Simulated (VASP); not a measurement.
# Ta2Ru: single point with PBE

Ta2Ru:

```
CELL_PARAMETERS angstrom
7.48328 0.00000 0.00000
-3.74164 6.48071 0.00000
0.00000 0.00000 2.77338
ATOMIC_POSITIONS crystal
Ta 0.64893 0.00000 0.50000
Ta 0.00000 0.64893 0.50000
Ta 0.35107 0.35107 0.50000
Ta 0.00000 0.00000 0.50000
Ru 0.33333 0.66667 0.50000
Ru 0.66667 0.33333 0.50000
```

The cell was built from a structure type or drawn by symmetry, and may not be a known phase.

```
Program                : VASP 6.6.1
Task                   : single point
Functional             : PBE
Potentials or basis    : VASP PAW PBE potentials, release 64 (Ta_pv, Ru_pv)
Cutoff                 : 520 eV
k mesh                 : 6 × 6 × 14
Occupations            : gaussian, width 0.1 eV
Spin                   : no spin polarisation
Dipole correction      : no
Further INCAR settings : ALGO = Fast; EDIFF = 1e-06; NBANDS = 45
```

- Pressure: 0.2 GPa
- Largest force: 0.028 eV/Å
- Band gap on the k mesh: zero (bands 36 and 37 overlap by 0.62 eV)

Forces on the atoms (eV/Å):
```
Ta   0.028  0.000  0.000
Ta  -0.014  0.024  0.000
Ta  -0.014 -0.024  0.000
Ta   0.000  0.000  0.000
Ru   0.000  0.000  0.000
Ru   0.000  0.000  0.000
```

Stress tensor (GPa, compression positive):
```
 0.34  0.00  0.00
 0.00  0.34  0.00
 0.00  0.00 -0.03
```

Levels at points of the mesh, in eV from the Fermi level:
```
           k point  band 33  band 34  band 35  band 36  band 37  band 38  band 39  band 40
(0.00, 0.00, 0.00)    -0.82    -0.33    -0.33     0.10     0.10     0.12     0.12     0.76
(0.50, 0.00, 0.00)    -0.98    -0.37    -0.29    -0.16    -0.08     0.07     0.19     0.61
(0.00, 0.00, 0.50)    -0.57     0.34     0.34     0.42     1.03     1.03     1.43     1.43
(0.50, 0.00, 0.50)    -0.91    -0.86    -0.18     0.05     1.72     1.94     1.94     2.06
```

Wall time 10 min on 1 thread of Intel(R) Xeon(R) Platinum 8488C (Sapphire Rapids) (shared host), peak memory 0.44 GiB.

Caveat: spin-orbit coupling is left out, which moves the levels of the heavy elements.
